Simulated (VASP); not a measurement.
A run of VASP 6.6.1 is set up as follows.

The input POSCAR:

```
Ti
1.0
    0.0000000000      1.9792500000      2.0807500000
    1.9792500000      0.0000000000      2.0807500000
    1.9792500000      1.9792500000      0.0000000000
Ti
1
Direct
    0.0000000000      0.0000000000      0.0000000000
```

The input INCAR.step1:

```
SYSTEM = Ti
PREC = Accurate
ENCUT = 520
ISMEAR = 0
SIGMA = 0.15
LREAL = .False.
LASPH = .True.
NELM = 80
NBANDS = 12
GGA = PE
ALGO = Normal
EDIFF = 1E-4
LWAVE = .True.
LCHARG = .False.
```

Contents of INCAR.step2:

```
SYSTEM = Ti
PREC = Accurate
ENCUT = 520
EDIFF = 1E-6
ISMEAR = 0
SIGMA = 0.15
LREAL = .False.
LASPH = .True.
NELM = 80
ALGO = Normal
ISIF = 2
LWAVE = .False.
LCHARG = .False.
METAGGA = R2SCAN
LMIXTAU = .True.
NBANDS = 12
ISTART = 1
```

File KPOINTS:

```
Automatic mesh
0
Gamma
  20 20 20
  0 0 0
```

Potentials or basis: VASP PAW PBE potentials, release 64 (Ti_sv).

Command:

```bash
$ cat potpaw_PBE.64/Ti_sv/POTCAR > POTCAR
$ cp INCAR.step1 INCAR
$ mpirun -np 1 vasp_std > vasp.out
$ cp INCAR.step2 INCAR
$ mpirun -np 1 vasp_std > vasp.out
```

Question: Predict the pressure.

Answer: 8.2 GPa.

Question: Estimate the band gap on the k mesh.

Answer: Zero (bands 6 and 7 overlap by 1.50 eV).

Stress tensor (GPa, compression positive):
```
8.67 0.00 0.00
0.00 8.67 0.00
0.00 0.00 7.15
```

Caveat: the cell differs from its parent crystal (strain -0.025 along x and y, +0.025 along z); the cell stands under pressure; the PAW data sets were made with another functional, which shifts forces and pressure a little.
